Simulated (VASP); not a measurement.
A run of VASP 6.6.1 is set up as follows.

Contents of INCAR:

```
  PREC = Accurate
  ENCUT = 600
  EDIFF = 1E-6
  ISMEAR = 0
  SIGMA = 0.02
  LREAL = F
  LASPH = T
  NELM = 100
  ALGO = Normal
  ISIF = 3
  LWAVE = F
  LCHARG = F
  GGA = PE
  IBRION = 2
  NSW = 100
  EDIFFG = -0.005
```

KPOINTS

```
Automatic mesh
0
Gamma
  12 12 6
```

File POSCAR:

```
SiC
1.0
    3.0915302738      0.0000000000      0.0000000000
   -1.5457651369      2.6773437536      0.0000000000
    0.0000000000      0.0000000000      5.0752892167
Si C
2 2
Direct
    0.3333333333      0.6666666667      0.0046073621
    0.6666666667      0.3333333333      0.5046073621
    0.3333333333      0.6666666667      0.3803926379
    0.6666666667      0.3333333333      0.8803926379
```

Potentials or basis: VASP PAW PBE potentials, release 64 (Si, C).

The run is started by

```bash
$ cat potpaw_PBE.64/Si/POTCAR potpaw_PBE.64/C/POTCAR > POTCAR
$ mpirun -np 1 vasp_std > vasp.out
```

(1) Estimate the band gap on the k mesh.

(2) What does it give for the relaxed cell?

(3) What does it give for the space group after relaxing (to 0.05 Å)?

(4) Predict the relaxed volume.

## Answers

(1) 2.30 eV, indirect (least direct gap 3.94 eV).

(2) a = 3.091 Å, b = 3.091 Å, c = 5.073 Å, α = 90.00°, β = 90.00°, γ = 120.00°.

(3) P6_3mc (No. 186).

(4) 10.49 Å³/atom.
